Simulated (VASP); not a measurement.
The system is GaAs.

```
Ga As
1.0
     0.00000    2.83309    2.83309
     2.83309    0.00000    2.83309
     2.83309    2.83309    0.00000
Ga As
1 1
Direct
  0.00000 0.00000 0.00000
  0.25000 0.25000 0.25000
```

Program: VASP 6.6.1. Alike in all runs: task single point; no spin polarisation; cell as given; cutoff (eV) 520; smearing gaussian 0.01 eV.

**Question.** Order these runs on this cell by their band gap on the k mesh, lowest first.
A. level r2SCAN; potentials or basis VASP PAW PBE potentials, release 64 (Ga_d, As); k mesh 4 × 4 × 4
B. level PBE; potentials or basis VASP PAW PBE potentials, release 64 (Ga_d, As); k mesh 6 × 6 × 6
C. level LDA; potentials or basis VASP PAW LDA potentials, release 64 (Ga_d, As); k mesh 4 × 4 × 4

**Answer.** C (0.26 eV), B (0.47 eV), A (0.94 eV).

Caveats: some runs use coarse meshes.

A k mesh can miss the band edges.
